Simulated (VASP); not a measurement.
Crystal: NiMoIrPdW.

```xyz
5
Lattice="2.7608 0.0000 0.0000 -1.3804 2.3909 0.0000 0.0000 0.0000 11.3405" Properties=species:S:1:pos:R:3 pbc="T T T"
Ni    0.0000    0.0000    8.0423
Mo    1.3804    0.7970    3.3369
Pd    1.3804    0.7970   10.1952
Ir    0.0000    0.0000    1.2025
W     1.3804    0.7970    6.0015
```

Program: VASP 6.6.1. Alike in all runs: task single point; spin collinear, ferromagnetic start; cell as given; cutoff (eV) 520; smearing fermi-dirac 0.05 eV.

Task: Order these runs on this cell by their pressure, lowest first.
A. level LDA; potentials or basis VASP PAW LDA potentials, release 64 (Ni, Mo_sv, Pd, Ir, W_sv); k mesh 11 × 11 × 3
B. level BLYP; potentials or basis VASP PAW PBE potentials, release 64 (Ni, Mo_sv, Pd, Ir, W_sv); k mesh 8 × 8 × 2
C. level PBE; potentials or basis VASP PAW PBE potentials, release 64 (Ni, Mo_sv, Pd, Ir, W_sv); k mesh 10 × 10 × 2
D. level PBE+D3(BJ); potentials or basis VASP PAW PBE potentials, release 64 (Ni, Mo_sv, Pd, Ir, W_sv); k mesh 8 × 8 × 2
E. level revPBE; potentials or basis VASP PAW PBE potentials, release 64 (Ni, Mo_sv, Pd, Ir, W_sv); k mesh 8 × 8 × 2

Result: A (-13.2 GPa), D (-6.0 GPa), C (0.3 GPa), E (3.3 GPa), B (12.2 GPa).

Caveats: the PAW data sets were made with another functional, which shifts forces and pressure a little (some runs); three body term missing (some runs); pairwise dispersion overbinds metals, which lowers pressure and volume (some runs).
